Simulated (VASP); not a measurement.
# WS2 in VASP: further runs

Runs on WS2. Level: PBE. Tasks: single point.

Everything below comes from runs of VASP 6.6.1. Logs are shortened: lines on timing, memory, paths and dates and some standing lists are left out, and cuts for length are marked.

## Step 1: The cell of the first run

It takes space group P6_3/mmc (No. 194, hexagonal). Conventional cell: a = 3.189 Å, b = 3.189 Å, c = 15.444 Å, α = 90.00°, β = 90.00°, γ = 120.00°. Within 3.2 Å of W (site symmetry -6m2) lie 6 S at 2.42 Å and 6 W at 3.19 Å. S (site symmetry 3m) has 3 W at 2.42 Å and 7 S at 3.14 to 3.19 Å within 3.2 Å.

## Step 2: Single point, PBE, collinear spin (22.66 Å³/atom)

The input, INCAR:

```
  PREC = Accurate
  ENCUT = 520
  EDIFF = 1E-6
  ISMEAR = 0
  SIGMA = 0.05
  LREAL = F
  LASPH = T
  NELM = 150
  ALGO = Normal
  ISIF = 2
  LWAVE = F
  LCHARG = F
  ISPIN = 2
  MAGMOM = 0.05 0.05 0 0 0 0
  LORBIT = 11
  LMAXMIX = 4
  GGA = PE
  NBANDS = 39
```

The input, KPOINTS:

```
Automatic mesh
0
Gamma
  10 10 2
```

The input, POSCAR:

```
WS2
1.0
    3.1886053052      0.0000000001      0.0000000000
   -1.5943026527      2.7614131969      0.0000000000
    0.0000000000      0.0000000000     15.4438738057
W S
2 4
Direct
    0.3333333333      0.6666666667      0.2500000000
    0.6666666667      0.3333333333      0.7500000000
    0.3333333333      0.6666666667      0.6482846240
    0.6666666667      0.3333333333      0.1482846240
    0.3333333333      0.6666666667      0.8517153760
    0.6666666667      0.3333333333      0.3517153760
```

Potentials or basis: VASP PAW PBE potentials, release 64 (W_sv, S).

On the command line:

```sh
cat potpaw_PBE.64/W_sv/POTCAR potpaw_PBE.64/S/POTCAR > POTCAR
mpirun -np 1 vasp_std > vasp.out
```

OUTCAR:

```text
PREC = Accurate
   ENCUT = 520
   EDIFF = 1E-6
   ISMEAR = 0
   LREAL = F
   LASPH = T
   NELM = 150
   ISIF = 2
   ISPIN = 2
   LORBIT = 11
   GGA = PE

 ion  position               nearest neighbor table
   1  0.333  0.667  0.250-   4 2.42   6 2.42   4 2.42   6 2.42   4 2.42   6 2.42
   2  0.667  0.333  0.750-   3 2.42   5 2.42   3 2.42   5 2.42   3 2.42   5 2.42
   3  0.333  0.667  0.648-   2 2.42   2 2.42   2 2.42
   4  0.667  0.333  0.148-   1 2.42   1 2.42   1 2.42
   5  0.333  0.667  0.852-   2 2.42   2 2.42   2 2.42
   6  0.667  0.333  0.352-   1 2.42   1 2.42   1 2.42

  LATTYP: Found a hexagonal cell.
 ALAT       =     3.1886053052
 C/A-ratio  =     4.8434573512

  Lattice vectors:

 A1 = (   3.1886053052,   0.0000000001,   0.0000000000)
 A2 = (  -1.5943026527,   2.7614131969,   0.0000000000)
 A3 = (   0.0000000000,   0.0000000000,  15.4438738057)

Analysis of symmetry for initial positions (statically):
=====================================================================
 Subroutine PRICEL returns:
 Original cell was already a primitive cell.

 Routine SETGRP: Setting up the symmetry group for a
 hexagonal supercell.

 Subroutine GETGRP returns: Found 24 space group operations
 (whereof 12 operations were pure point group operations)
 out of a pool of 24 trial point group operations.

The static configuration has the point symmetry D_3d.
 The point group associated with its full space group is D_6h.

Analysis of symmetry for dynamics (positions and initial velocities):
=====================================================================
 Subroutine PRICEL returns:
 Original cell was already a primitive cell.

 Routine SETGRP: Setting up the symmetry group for a
 hexagonal supercell.

 Subroutine GETGRP returns: Found 24 space group operations
 (whereof 12 operations were pure point group operations)
 out of a pool of 24 trial point group operations.

The dynamic configuration has the point symmetry D_3d.
 The point group associated with its full space group is D_6h.

Analysis of structural, dynamic, and magnetic symmetry:
=====================================================================
 Subroutine PRICEL returns:
 Original cell was already a primitive cell.

 Routine SETGRP: Setting up the symmetry group for a
 hexagonal supercell.

 Subroutine GETGRP returns: Found 24 space group operations
 (whereof 12 operations were pure point group operations)
 out of a pool of 24 trial point group operations.

The overall configuration has the point symmetry D_3d.
 The point group associated with its full space group is D_6h.

 Subroutine INISYM returns: Found 24 space group operations
 (whereof 12 operations are pure point group operations),
 and found     1 'primitive' translations

----------------------------------------------------------------------------------------

                                     Primitive cell

  volume of cell :     135.9842

  direct lattice vectors                    reciprocal lattice vectors
     3.188605305  0.000000000  0.000000000     0.313616740  0.181066709  0.000000000
    -1.594302653  2.761413197  0.000000000    -0.000000000  0.362133418  0.000000000
     0.000000000  0.000000000 15.443873806     0.000000000  0.000000000  0.064750594

  length of vectors
     3.188605305  3.188605305 15.443873806     0.362133418  0.362133418  0.064750594

  position of ions in fractional coordinates (direct lattice)
     0.333333333  0.666666667  0.250000000
     0.666666667  0.333333333  0.750000000
     0.333333333  0.666666667  0.648284624
     0.666666667  0.333333333  0.148284624
     0.333333333  0.666666667  0.851715376
     0.666666667  0.333333333  0.351715376

  ion indices of the primitive-cell ions
   primitive index   ion index
                 1           1
                 2           2
                 3           3
                 4           4
                 5           5
                 6           6

[... 33 lines left out ...]
  0.500000 -0.000000  0.000000      3.000000
[... 16 lines left out ...]
  0.300000  0.100000  0.500000     12.000000
  0.400000  0.100000  0.500000     12.000000
 [... further k-points ...]
   k-points           NKPTS =     28   k-points in BZ     NKDIM =     28   number of bands    NBANDS=     39
   number of dos      NEDOS =    301   number of ions     NIONS =      6
   total plane-waves  NPLWV =  69120
   dimension x,y,z NGX =    24 NGY =   24 NGZ =  120
   dimension x,y,z NGXF=    48 NGYF=   48 NGZF=  240
   ions per type =               2   4
   NGX,Y,Z   is equivalent  to a cutoff of  12.51, 12.51, 12.92 a.u.
   NGXF,Y,Z  is equivalent  to a cutoff of  25.03, 25.03, 25.83 a.u.
 SYSTEM =  unknown system
   PREC   = accura    normal or accurate (medium, high low for compatibility)
   ISTART =      0    job   : 0-new  1-cont  2-samecut
   ICHARG =      2    charge: 1-file 2-atom 10-const
   ISPIN  =      2    spin polarized calculation?
   LNONCOLLINEAR =      F non collinear calculations
   LSORBIT =      F    spin-orbit coupling
   LASPH  =      T    aspherical Exc in radial PAW
   ENCUT  =  520.0 eV  38.22 Ry    6.18 a.u.   5.93  5.93 28.72*2*pi/ulx,y,z
   NELM   =    150;   NELMIN=  2; NELMDL= -5     # of ELM steps
   EDIFF  = 0.1E-05   stopping-criterion for ELM
   LREAL  =      F    real-space projection
   EDIFFG = 0.1E-04   stopping-criterion for IOM
   NSW    =      0    number of steps for IOM
   IBRION =     -1    ionic relax: 0-MD 1-quasi-New 2-CG
   NFREE  =      0    steps in history (QN), initial steepest desc. (CG)
   ISIF   =      2    stress and relaxation
   ISYM   =      2    0-nonsym 1-usesym 2-fastsym
   POTIM  = 0.5000    time-step for ionic-motion
   TEBEG  =    0.0;   TEEND  =   0.0 temperature during run
   PSTRESS=    0.0 pullay stress
   NELECT =      52.0000    total number of electrons
   NUPDOWN=      -1.0000    fix difference up-down
   EMIN   =  10.00;   EMAX   =-10.00  energy-range for DOS
   EFERMI =   0.00;   METHOD = LEGACY
   ISMEAR =     0;   SIGMA  =   0.05  broadening in eV -4-tet -1-fermi 0-gaus
   EFERMI_NEDOS =   21; number of points for ismear=-14 and -15
   IALGO  =     38    algorithm
   IMIX   =      4    mixing-type and parameters
     AMIX     =   0.40;   BMIX     =  1.00
     AMIX_MAG =   1.60;   BMIX_MAG =  1.00
  volume/ion in A,a.u.               =      22.66       152.94
  Fermi-wavevector in a.u.,A,eV,Ry     =   1.188265  2.245494 19.211054  1.411973
  Thomas-Fermi vector in A             =   2.324398
   LORBIT       =     11    0 simple, 1 ext, 2 COOP (PROOUT), +10 PAW based schemes
   GGA     = PE    functional components
   LHFCALC =     F    Hartree Fock is set to
   AEXX    =    0.0000 exact exchange contribution
   IVDW    =     0    specifies the selected vdW correction
   LEPSILON=     F    determine dielectric tensor
   LRPA    =     F    only Hartree local field effects (RPA)
 spin polarized calculation
 Gauss-broadening in eV      SIGMA  =   0.05
  energy-cutoff  :      520.00
  volume of cell :      135.98
 maximum number of plane-waves:      3696
 NGX is ok and might be reduce to    24
   NGX = 11   NGY = 11   NGZ = 57

 number of electron      52.0000004 magnetization       0.0007175

 Free energy of the ion-electron system (eV)
  ---------------------------------------------------
  ext. energy  EPLUGINS =         0.00000000
  ---------------------------------------------------
  free energy    TOTEN  =       -47.36321761 eV

  energy without entropy =      -47.36321761  energy(sigma->0) =      -47.36321761

 E-fermi :   4.5712     XC(G=0):  -9.2239

 val. band max:        4.2458817282   @ k =   0.0000   0.0000   0.0000
 cond. band min:       6.1151402311   @ k =   0.2000   0.1000   0.0000
 fundamental gap:      1.8692585029
 Fermi energy:         4.5711818222

 spin component 1

 k-point     1 :       0.0000    0.0000    0.0000
  band No.  band energies     occupation
      1     -69.9177      1.00000
      2     -69.9176      1.00000
      3     -34.1449      1.00000
      4     -34.1449      1.00000
      5     -34.0020      1.00000
      6     -34.0020      1.00000
[... 973 lines left out ...]
     37      12.0033      0.00000
     38      12.0033      0.00000

 [... further k-points ...]

 spin component 2

 k-point     1 :       0.0000    0.0000    0.0000
  band No.  band energies     occupation
      1     -69.9177      1.00000
      2     -69.9177      1.00000
      3     -34.1449      1.00000
      4     -34.1449      1.00000
      5     -34.0020      1.00000
      6     -34.0020      1.00000
[... 973 lines left out ...]
     37      12.0031      0.00000
     38      12.0031      0.00000

 [... further k-points ...]

 [bands above 38 left out]

------------------------ aborting loop because EDIFF is reached ----------------------------------------

  FORCE on cell =-STRESS in cart. coord.  units (eV):
  Direction    XX          YY          ZZ          XY          YZ          ZX
  --------------------------------------------------------------------------------------
  -------------------------------------------------------------------------------------
  Total       -0.0935369     -0.0935369     -0.0756776      0.0000000      0.0000000     -0.0000000
  in kB       -1.1020601     -1.1020601     -0.8916396      0.0000000      0.0000000     -0.0000000
  external PRESSURE =      -1.0319199 kB  Pullay stress =       0.0000000 kB

 VOLUME and BASIS-vectors are now :
 -----------------------------------------------------------------------------
  energy-cutoff  :      520.00
  volume of cell :      135.98
      direct lattice vectors                 reciprocal lattice vectors
     3.188605305  0.000000000  0.000000000     0.313616740  0.181066709  0.000000000
    -1.594302653  2.761413197  0.000000000    -0.000000000  0.362133418  0.000000000
     0.000000000  0.000000000 15.443873806     0.000000000  0.000000000  0.064750594

 POSITION                                       TOTAL-FORCE (eV/Angst)
 -----------------------------------------------------------------------------------
     -0.00000      1.84094      3.86097        -0.000000      0.000000      0.000000
      1.59430      0.92047     11.58291         0.000000     -0.000000      0.000000
     -0.00000      1.84094     10.01203        -0.000000      0.000000     -0.002764
      1.59430      0.92047      2.29009         0.000000     -0.000000     -0.002764
     -0.00000      1.84094     13.15378        -0.000000      0.000000      0.002764
      1.59430      0.92047      5.43185         0.000000     -0.000000      0.002764
 -----------------------------------------------------------------------------------
    total drift:                               -0.000000      0.000000     -0.000000

  FREE ENERGIE OF THE ION-ELECTRON SYSTEM (eV)
  ---------------------------------------------------
  free  energy   TOTEN  =       -47.3632176102 eV

  energy  without entropy=      -47.3632176102  energy(sigma->0) =      -47.36321761

 total charge

# of ion       s       p       d       tot
------------------------------------------
    1        2.317   6.320   3.355  11.992
    2        2.317   6.320   3.355  11.992
    3        1.358   2.359   0.000   3.717
    4        1.358   2.359   0.000   3.717
    5        1.358   2.359   0.000   3.717
    6        1.358   2.359   0.000   3.717
--------------------------------------------------
tot         10.066  22.077   6.711  38.854

 magnetization (x)

# of ion       s       p       d       tot
------------------------------------------
    1        0.000   0.000  -0.000  -0.000
    2        0.000   0.000  -0.000  -0.000
    3       -0.000  -0.000   0.000  -0.000
    4       -0.000  -0.000   0.000  -0.000
    5       -0.000  -0.000   0.000  -0.000
    6       -0.000  -0.000   0.000  -0.000
--------------------------------------------------
tot         -0.000  -0.000  -0.000  -0.000
```

It took 2.2 min on 1 thread of Intel Xeon 6975P-C (Granite Rapids), shared host; peak memory 0.42 GiB.

What came out:

| Item | Value |
| --- | --- |
| Free energy | -47.3632 eV |
| Pressure | -0.1 GPa |
| Band gap on the k mesh | 1.87 eV (least direct gap 2.14 eV) |
| Net moment | 0.00 μB per cell |
| Valence electrons inside the program's atomic spheres | W 11.99; S 3.72 |

Forces on the atoms (eV/Å):
```
W    0.000  0.000  0.000
W    0.000  0.000  0.000
S    0.000  0.000 -0.003
S    0.000  0.000 -0.003
S    0.000  0.000  0.003
S    0.000  0.000  0.003
```

Levels at points of the mesh, in eV from the valence-band top:
Spin up:
| k point | band 24 | band 25 | band 26 | band 27 | band 28 | band 29 |
| --- | --- | --- | --- | --- | --- | --- |
| (0.00, 0.00, 0.00) | -1.74 | -0.31 | 0.00 | 2.75 | 2.75 | 2.75 |
| (0.50, 0.00, 0.00) | -1.40 | -1.05 | -1.04 | 2.71 | 2.71 | 3.14 |
| (0.00, 0.00, 0.50) | -1.74 | -0.14 | -0.14 | 2.75 | 2.75 | 2.75 |
| (0.50, 0.00, 0.50) | -1.40 | -1.04 | -1.04 | 2.71 | 2.71 | 3.16 |
Spin down:
| k point | band 22 | band 23 | band 24 | band 25 | band 26 | band 27 | band 28 | band 29 | band 30 | band 31 |
| --- | --- | --- | --- | --- | --- | --- | --- | --- | --- | --- |
| (0.00, 0.00, 0.00) | -1.74 | -1.74 | -1.74 | -0.31 | 0.00 | 2.75 | 2.75 | 2.75 | 2.75 | 2.89 |
| (0.50, 0.00, 0.00) | -2.25 | -1.40 | -1.40 | -1.05 | -1.04 | 2.71 | 2.71 | 3.14 | 3.18 | 3.83 |
| (0.00, 0.00, 0.50) | -1.74 | -1.74 | -1.74 | -0.14 | -0.14 | 2.75 | 2.75 | 2.75 | 2.75 | 2.90 |
| (0.50, 0.00, 0.50) | -2.26 | -1.40 | -1.40 | -1.04 | -1.04 | 2.71 | 2.71 | 3.16 | 3.16 | 3.91 |

Caveat: spin-orbit coupling is left out, which moves the levels of the heavy elements; this functional lacks dispersion, which binds the layers, so the pressure and a relaxed spacing across them are unreliable. PBE gaps usually lie below the measured ones, often by a third to a half.

(Part 1 of 2 ends here.)
